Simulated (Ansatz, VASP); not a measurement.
**Mo in VASP and in Ansatz**

```
Mo
1.0
    -1.58040    1.58040    1.58040
     1.58040   -1.58040    1.58040
     1.58040    1.58040   -1.58040
Mo
1
Direct
  0.00000 0.00000 0.00000
```

Alike in both runs: functional PBE; k mesh 24 × 24 × 24; no spin polarisation.

Ansatz relaxed the structure, and its values are those at the end. VASP's run is a single point on that final structure, the one shown.

|  | VASP | Ansatz |
| --- | --- | --- |
| version | VASP 6.6.1 | Ansatz 0.2.0 |
| potentials or method | VASP PAW PBE potentials, release 64 (Mo_sv) | plane-wave PAW, scalar-relativistic |
| plane-wave cutoff (eV) | 520 | 420 |
| occupations | methfessel-paxton of order 1, width 0.1 eV | cold, width 0.1 eV |
| valence electrons in the cell | 14 | 14 |

|  | VASP | Ansatz | Ansatz less VASP |
| --- | --- | --- | --- |
| pressure (GPa) | 0.5 | 0.0 | -0.49 |
